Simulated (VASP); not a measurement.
## Hf2Mo: single point with r2SCAN

Crystal: Hf2Mo.

```xyz
6
Lattice="0.0000 3.7873 3.7873 3.7873 0.0000 3.7873 3.7873 3.7873 0.0000" Properties=species:S:1:pos:R:3 pbc="T T T"
Hf    4.7342    4.7342    4.7342
Hf    4.7342    2.8405    2.8405
Hf    2.8405    2.8405    4.7342
Hf    2.8405    4.7342    2.8405
Mo    0.0000    0.0000    0.0000
Mo    1.8937    1.8937    1.8937
```

```
Program                : VASP 6.6.1
Task                   : single point
Functional             : r2SCAN
Potentials or basis    : VASP PAW PBE potentials, release 64 (Hf_pv, Mo_sv)
Cutoff                 : 520 eV
k mesh                 : 4 × 4 × 4
Occupations            : gaussian, width 0.1 eV
Spin                   : no spin polarisation
Dipole correction      : no
Further INCAR settings : ALGO = Normal; EDIFF = 1e-06; NBANDS = 43
```

```json
{
  "Pressure": "15.2 GPa",
  "Band gap on the k mesh": "zero (band 34 reaches 7.07 eV, above the bottom of band 35 at 6.66 eV)"
}
```

Levels at points of the mesh, in eV from the Fermi level:
```tsv
k point	band 32	band 33	band 34	band 35	band 36	band 37
(0.00, 0.00, 0.00)	-0.65	-0.29	-0.29	-0.29	1.31	1.31
(0.50, 0.00, 0.00)	-0.09	-0.07	0.11	0.11	0.54	0.54
(0.50, 0.50, 0.00)	-0.91	-0.76	-0.76	0.74	0.74	1.22
```

Run time: 120 s on 1 thread of Intel(R) Xeon(R) Platinum 8488C (Sapphire Rapids) (shared host), peak memory 0.26 GiB.

Caveat: the PAW data sets were made with another functional, which shifts forces and pressure a little; spin-orbit coupling is left out, which moves the levels of the heavy elements.
